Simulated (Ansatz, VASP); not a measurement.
# MgSnO2: VASP beside Ansatz

```
Mg Sn O
1.0
     3.96108    0.00000    0.00000
     0.00000    3.96108    0.00000
     0.00000    0.00000    9.30296
Mg Sn O
2 2 4
Direct
  0.00000 0.50000 0.48305
  0.50000 0.00000 0.51695
  0.00000 0.50000 0.12167
  0.50000 0.00000 0.87833
  0.50000 0.50000 0.50000
  0.00000 0.00000 0.50000
  0.50000 0.50000 0.00000
  0.00000 0.00000 0.00000
```

Alike in both runs: functional PBE; k mesh 8 × 8 × 4; occupations gaussian, width 0.02 eV; no spin polarisation.

Ansatz relaxed the structure, and its values are those at the end. VASP's run is a single point on that final structure, the one shown.

|  | VASP | Ansatz |
| --- | --- | --- |
| version | VASP 6.6.1 | Ansatz 0.2.0 |
| potentials or method | VASP PAW PBE potentials, release 64 (Mg, Sn_d, O), cutoff 520 eV | scalar-relativistic, plane waves, PAW |
| valence electrons in the cell | 56 | 72 |

```csv
,VASP,Ansatz,Ansatz less VASP
gap on the k mesh at the Fermi level (eV),1.84,1.88,+0.034
least direct gap on the mesh (eV),1.85,1.88,+0.032
pressure (GPa),0.0,0.0,+0.02
rms of the force components (eV/Å),0.022,0.000,-0.0217
```

VASP's potentials hold 56 valence electrons a cell and Ansatz's 72, so a difference there can come from the potentials and not from the codes.
